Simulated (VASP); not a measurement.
A run of VASP 6.6.1:

Contents of INCAR:

```
SYSTEM = BaTiO3
PREC = Accurate
ENCUT = 520
EDIFF = 1E-8
ISMEAR = -1
SIGMA = 0.05
LREAL = .False.
LASPH = .True.
NELM = 80
ALGO = Normal
ISIF = 2
LWAVE = .False.
LCHARG = .False.
GGA = PS
LEFG = .True.
NBANDS = 28
```

KPOINTS

```
regular mesh
0
Gamma
  8 8 8
  0 0 0
```

POSCAR

```
BaTiO3
1.0
    3.9841000000      0.0000000000      0.0000000000
    0.0000000000      2.8370500000      2.8458000000
    0.0000000000     -2.8370500000      2.8458000000
Ba Ti O
1 1 3
Direct
    0.0000000000      0.0000000000      0.0000000000
    0.5000000000      0.5079000000      0.5079000000
    0.0000000000      0.4921000000      0.4921000000
    0.5000000000      0.5025100000      0.9937100000
    0.5000000000      0.9937100000      0.5025100000
```

Potentials or basis: VASP PAW PBE potentials, release 64 (Ba_sv, Ti_sv, O).

Command:

```sh
$ cat potpaw_PBE.64/Ba_sv/POTCAR potpaw_PBE.64/Ti_sv/POTCAR potpaw_PBE.64/O/POTCAR > POTCAR
$ mpirun -np 1 vasp_std > vasp.out
```

Hardware: 1 thread of Intel Xeon 8259CL (shared host).

Task: Estimate the wall time of this run.

Result: It took 4.7 min on 1 thread of Intel Xeon 8259CL, with other jobs on the host, peak memory 0.31 GiB. Counts: scf iterations 19, k points 105.
